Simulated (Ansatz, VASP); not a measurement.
**GaSb: VASP beside Ansatz**

```
Sb Ga
1.0
    13.20000    0.00000    0.00000
     0.00000   13.50000    0.00000
     0.00000    0.00000   13.80000
Sb Ga
3 3
Direct
  0.40629 0.41167 0.66785
  0.42384 0.68509 0.42462
  0.67346 0.40874 0.40650
  0.38099 0.53919 0.53578
  0.56668 0.42312 0.56293
  0.55011 0.54940 0.38766
```

Alike in both runs: functional PBE; k mesh 1 × 1 × 1; occupations gaussian, width 0.05 eV; collinear spin.

Ansatz relaxed the structure, and its values are those at the end. VASP's run is a single point on that final structure, the one shown.

|  | VASP | Ansatz |
| --- | --- | --- |
| version | VASP 6.6.1 | Ansatz 0.2.0 |
| potentials or method | VASP PAW PBE potentials, release 64 (Sb, Ga_d), cutoff 520 eV | scalar-relativistic, plane waves, PAW |
| valence electrons in the cell | 54 | 84 |

|  | VASP | Ansatz | Ansatz less VASP |
| --- | --- | --- | --- |
| gap on the k mesh at the Fermi level (eV) | 0.47 | 0.47 | +0.002 |
| rms of the force components (eV/Å) | 0.022 | 0.007 | -0.0156 |
| net moment per atom (μB) | 0.00 | 0.00 | 0.000 |

VASP's potentials hold 54 valence electrons a cell and Ansatz's 84, so a difference there can come from the potentials and not from the codes. Ansatz's warnings: seeded moment not kept, xc potential rough in thin density.

Neither program's run includes spin-orbit coupling.
